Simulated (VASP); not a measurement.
# B2Ru3 (P6_3/mmc) in VASP: relaxation of cell and atoms with PBE

Aim: the relaxation of cell and atoms of B2Ru3 with PBE.

Program: VASP 6.6.1. These are calculated values, not measurements. Logs are shortened: lines on timing, memory, paths and dates and some standing lists are left out, and cuts for length are marked.

### 1 The cell of the first run

The structure is hexagonal, space group P6_3/mmc (No. 194). Conventional cell: a = 2.845 Å, b = 2.845 Å, c = 15.623 Å, α = 90.00°, β = 90.00°, γ = 120.00°. Within 3.0 Å of B (site symmetry 3m) lie 6 Ru at 2.14 to 2.20 Å and 7 B at 2.84 to 2.91 Å. Within 2.9 Å of Ru (site symmetry 3m) lie 3 B at 2.14 Å and 10 Ru at 2.70 to 2.84 Å. Within 2.9 Å of Ru (site symmetry -6m2) lie 6 B at 2.20 Å and 8 Ru at 2.83 to 2.84 Å.

### 2 Relaxation of cell and atoms, PBE

INCAR

```
ALGO = Fast
EDIFF = 1E-6
EDIFFG = -0.001
ENCUT = 600
GGA = PE
IBRION = 2
ISIF = 3
ISMEAR = 0
LASPH = T
LCHARG = F
LREAL = F
LWAVE = F
NELM = 100
NSW = 80
PREC = Accurate
SIGMA = 0.1
```

KPOINTS

```
k-points
0
Gamma
  12 12 2
```

POSCAR

```
B2Ru3
1.0
    2.8449687727      0.0000000000      0.0000000000
   -1.4224843864      2.4638152301      0.0000000000
    0.0000000000      0.0000000000     15.6227439349
B Ru
4 6
Direct
    0.3333333333      0.6666666667      0.1567670882
    0.6666666667      0.3333333333      0.6567670882
    0.3333333333      0.6666666667      0.3432329118
    0.6666666667      0.3333333333      0.8432329118
    0.3333333333      0.6666666667      0.9314407466
    0.6666666667      0.3333333333      0.4314407466
    0.3333333333      0.6666666667      0.5685592534
    0.6666666667      0.3333333333      0.0685592534
    0.3333333333      0.6666666667      0.7500000000
    0.6666666667      0.3333333333      0.2500000000
```

Potentials or basis: VASP PAW PBE potentials, release 64 (B, Ru_pv).

The run is started by

```bash
cat potpaw_PBE.64/B/POTCAR potpaw_PBE.64/Ru_pv/POTCAR > POTCAR
mpirun -np 1 vasp_std > vasp.out
```

OUTCAR:

```text
EDIFF = 1E-6
   EDIFFG = -0.001
   ENCUT = 600
   GGA = PE
   IBRION = 2
   ISIF = 3
   ISMEAR = 0
   LASPH = T
   LREAL = F
   NELM = 100
   NSW = 80
   PREC = Accurate

 ion  position               nearest neighbor table
   1  0.333  0.667  0.157-   8 2.14   8 2.14   8 2.14  10 2.20  10 2.20  10 2.20
   2  0.667  0.333  0.657-   7 2.14   7 2.14   7 2.14   9 2.20   9 2.20   9 2.20
   3  0.333  0.667  0.343-   6 2.14   6 2.14   6 2.14  10 2.20  10 2.20  10 2.20
   4  0.667  0.333  0.843-   5 2.14   5 2.14   5 2.14   9 2.20   9 2.20   9 2.20
   5  0.333  0.667  0.931-   4 2.14   4 2.14   4 2.14   8 2.70   8 2.70   8 2.70   9 2.83
   6  0.667  0.333  0.431-   3 2.14   3 2.14   3 2.14   7 2.70   7 2.70   7 2.70  10 2.83
   7  0.333  0.667  0.569-   2 2.14   2 2.14   2 2.14   6 2.70   6 2.70   6 2.70   9 2.83
   8  0.667  0.333  0.069-   1 2.14   1 2.14   1 2.14   5 2.70   5 2.70   5 2.70  10 2.83
   9  0.333  0.667  0.750-   2 2.20   4 2.20   2 2.20   4 2.20   2 2.20   4 2.20   5 2.83   7 2.83

  10  0.667  0.333  0.250-   1 2.20   3 2.20   1 2.20   3 2.20   1 2.20   3 2.20   6 2.83   8 2.83

  LATTYP: Found a hexagonal cell.
 ALAT       =     2.8449687727
 C/A-ratio  =     5.4913586697

  Lattice vectors:

 A1 = (   2.8449687727,   0.0000000000,   0.0000000000)
 A2 = (  -1.4224843864,   2.4638152301,   0.0000000000)
 A3 = (   0.0000000000,   0.0000000000,  15.6227439349)

Analysis of symmetry for initial positions (statically):
=====================================================================
 Subroutine PRICEL returns:
 Original cell was already a primitive cell.

 Routine SETGRP: Setting up the symmetry group for a
 hexagonal supercell.

 Subroutine GETGRP returns: Found 24 space group operations
 (whereof 12 operations were pure point group operations)
 out of a pool of 24 trial point group operations.

The static configuration has the point symmetry D_3d.
 The point group associated with its full space group is D_6h.

Analysis of symmetry for dynamics (positions and initial velocities):
=====================================================================
 Subroutine PRICEL returns:
 Original cell was already a primitive cell.

 Routine SETGRP: Setting up the symmetry group for a
 hexagonal supercell.

 Subroutine GETGRP returns: Found 24 space group operations
 (whereof 12 operations were pure point group operations)
 out of a pool of 24 trial point group operations.

The dynamic configuration has the point symmetry D_3d.
 The point group associated with its full space group is D_6h.

 Subroutine INISYM returns: Found 24 space group operations
[... 133 lines left out ...]
     AMIX_MAG =   1.60;   BMIX_MAG =  1.00
  volume/ion in A,a.u.               =      10.95        73.90
  Fermi-wavevector in a.u.,A,eV,Ry     =   1.566815  2.960850 33.401048  2.454908
  Thomas-Fermi vector in A             =   2.669087
   LORBIT       =      0    0 simple, 1 ext, 2 COOP (PROOUT), +10 PAW based schemes
   GGA     = PE    functional components
   LHFCALC =     F    Hartree Fock is set to
   AEXX    =    0.0000 exact exchange contribution
   IVDW    =     0    specifies the selected vdW correction
   LEPSILON=     F    determine dielectric tensor
   LRPA    =     F    only Hartree local field effects (RPA)
 conjugate gradient relaxation of ions
 non-spin polarized calculation
 RMM-DIIS sequential band-by-band and
 Gauss-broadening in eV      SIGMA  =   0.10
  energy-cutoff  :      600.00
  volume of cell :      109.51
 maximum number of plane-waves:      3687
 NGX is ok and might be reduce to    24
   NGX = 11   NGY = 11   NGZ = 63

--------------------------------------- Ionic step        1  -------------------------------------------

 number of electron      96.0000004 magnetization

 Free energy of the ion-electron system (eV)
  ---------------------------------------------------
  ext. energy  EPLUGINS =         0.00000000
  ---------------------------------------------------
  free energy    TOTEN  =       -84.51819911 eV

  energy without entropy =      -84.49877379  energy(sigma->0) =      -84.50848645

------------------------ aborting loop because EDIFF is reached ----------------------------------------

  FORCE on cell =-STRESS in cart. coord.  units (eV):
  Direction    XX          YY          ZZ          XY          YZ          ZX
  --------------------------------------------------------------------------------------
  -------------------------------------------------------------------------------------
  Total       -0.0260186     -0.0260186     -0.0142077      0.0000000      0.0000000     -0.0000000
  in kB       -0.3806722     -0.3806722     -0.2078705      0.0000000      0.0000000     -0.0000000
  external PRESSURE =      -0.3230716 kB  Pullay stress =       0.0000000 kB
[... 113 lines left out ...]
  FREE ENERGIE OF THE ION-ELECTRON SYSTEM (eV)
  ---------------------------------------------------
  free  energy   TOTEN  =       -84.5182270851 eV

  energy  without entropy=      -84.4987797732  energy(sigma->0) =      -84.50850343

[... ionic steps 4 to 9 ...]

--------------------------------------- Ionic step       10  -------------------------------------------

 number of electron      96.0000003 magnetization

------------------------ aborting loop because EDIFF is reached ----------------------------------------
[... 83 lines left out ...]
--------------------------------------- Ionic step       12  -------------------------------------------

 number of electron      96.0000003 magnetization

 Free energy of the ion-electron system (eV)
  ---------------------------------------------------
  ext. energy  EPLUGINS =         0.00000000
  ---------------------------------------------------
  free energy    TOTEN  =       -84.51822691 eV

  energy without entropy =      -84.49878858  energy(sigma->0) =      -84.50850774

 E-fermi :  11.3508     XC(G=0): -13.5712

 val. band max:       11.3188666011   @ k =   0.0833   0.0000   0.0000
 cond. band min:      11.3907556870   @ k =   0.1667   0.1667   0.0000
 fundamental gap:      0.0718890860
 Fermi energy:        11.3507680735

 k-point     1 :       0.0000    0.0000    0.0000
  band No.  band energies     occupation
      1     -32.2038      2.00000
      2     -32.1532      2.00000
      3     -31.9465      2.00000
      4     -31.8231      2.00000
      5     -31.6987      2.00000
      6     -31.6257      2.00000
[... 1429 lines left out ...]
     56      14.0855      0.00000
     57      15.5777      0.00000

 [... further k-points ...]
[... 5 lines left out ...]
  --------------------------------------------------------------------------------------
  -------------------------------------------------------------------------------------
  Total       -0.0015870     -0.0015870      0.0007888      0.0000000     -0.0000000      0.0000000
  in kB       -0.0232247     -0.0232247      0.0115433      0.0000000     -0.0000000      0.0000000
  external PRESSURE =      -0.0116353 kB  Pullay stress =       0.0000000 kB
[... 25 lines left out ...]
  FREE ENERGIE OF THE ION-ELECTRON SYSTEM (eV)
  ---------------------------------------------------
  free  energy   TOTEN  =       -84.5182269084 eV

  energy  without entropy=      -84.4987885775  energy(sigma->0) =      -84.50850774

 reached required accuracy - stopping structural energy minimisation
```

CONTCAR:

```text
B2Ru3
   1.00000000000000
     2.8447713882208530    0.0000000000000040   -0.0000000000000000
    -1.4223856941604196    2.4636442901267506    0.0000000000000000
     0.0000000000000000   -0.0000000000000000   15.6214793543368078
  B               Ru
     4     6
Direct
     0.3333333332999970    0.6666666667000030    0.1567667881464188
     0.6666666667000030    0.3333333332999970    0.6567667881464188
     0.3333333332999970    0.6666666667000030    0.3432332118535813
     0.6666666667000030    0.3333333332999970    0.8432332118535812
     0.3333333332999970    0.6666666667000030    0.9314839377123080
     0.6666666667000030    0.3333333332999970    0.4314839377123080
     0.3333333332999970    0.6666666667000030    0.5685160622876920
     0.6666666667000030    0.3333333332999970    0.0685160622876920
     0.3333333332999970    0.6666666667000030    0.7500000000000000
     0.6666666667000030    0.3333333332999970    0.2500000000000000

  0.00000000E+00  0.00000000E+00  0.00000000E+00
  0.00000000E+00  0.00000000E+00  0.00000000E+00
  0.00000000E+00  0.00000000E+00  0.00000000E+00
  0.00000000E+00  0.00000000E+00  0.00000000E+00
  0.00000000E+00  0.00000000E+00  0.00000000E+00
  0.00000000E+00  0.00000000E+00  0.00000000E+00
  0.00000000E+00  0.00000000E+00  0.00000000E+00
  0.00000000E+00  0.00000000E+00  0.00000000E+00
  0.00000000E+00  0.00000000E+00  0.00000000E+00
  0.00000000E+00  0.00000000E+00  0.00000000E+00
```

It took 13 min on 1 thread of AMD EPYC 9R45 (Zen 5), shared host; peak memory 0.37 GiB.

What came out:

```
Free energy                           : -84.5182 eV
Relaxed volume                        : 10.95 Å³/atom
Relaxed cell                          : a = 2.845 Å, b = 2.845 Å, c = 15.621 Å, α = 90.00°, β = 90.00°, γ = 120.00°
Space group after relaxing (to 0.1 Å) : P6_3/mmc (No. 194)
Energy gained by relaxing             : 0.0 meV/atom
Ionic steps                           : 12
Pressure after relaxing               : 0.0 GPa
Band gap on the k mesh                : zero (bands 48 and 49 overlap by 2.45 eV)
```

Final structure:
```cif
data_structure
_symmetry_space_group_name_H-M 'P 1'
_symmetry_Int_Tables_number 1
_cell_length_a 2.8448
_cell_length_b 2.8448
_cell_length_c 15.6215
_cell_angle_alpha 90.000
_cell_angle_beta 90.000
_cell_angle_gamma 120.000
_cell_volume 109.48
loop_
_atom_site_label
_atom_site_type_symbol
_atom_site_fract_x
_atom_site_fract_y
_atom_site_fract_z
_atom_site_occupancy
B1 B 0.33333 0.66667 0.15677 1
B2 B 0.66667 0.33333 0.65677 1
B3 B 0.33333 0.66667 0.34323 1
B4 B 0.66667 0.33333 0.84323 1
Ru1 Ru 0.33333 0.66667 0.93148 1
Ru2 Ru 0.66667 0.33333 0.43148 1
Ru3 Ru 0.33333 0.66667 0.56852 1
Ru4 Ru 0.66667 0.33333 0.06852 1
Ru5 Ru 0.33333 0.66667 0.75000 1
Ru6 Ru 0.66667 0.33333 0.25000 1
```

Levels at points of the mesh, in eV from the Fermi level:
| k point | band 43 | band 44 | band 45 | band 46 | band 47 | band 48 | band 49 | band 50 | band 51 | band 52 |
| --- | --- | --- | --- | --- | --- | --- | --- | --- | --- | --- |
| (0.00, 0.00, 0.00) | -2.14 | -1.95 | -1.60 | -1.60 | -1.57 | -1.57 | -0.59 | -0.59 | -0.16 | -0.16 |
| (0.50, 0.00, 0.00) | -0.65 | -0.38 | -0.21 | -0.19 | 0.43 | 0.61 | 0.64 | 0.72 | 0.94 | 0.96 |
| (0.00, 0.00, 0.50) | -2.08 | -2.08 | -2.05 | -2.05 | -1.02 | -1.02 | -1.02 | -1.02 | 0.12 | 0.12 |
| (0.50, 0.00, 0.50) | -0.74 | -0.74 | -0.23 | -0.23 | 0.53 | 0.53 | 0.69 | 0.69 | 0.95 | 0.95 |

The gap in the log of VASP goes by the Fermi energy; the results here count the filled bands.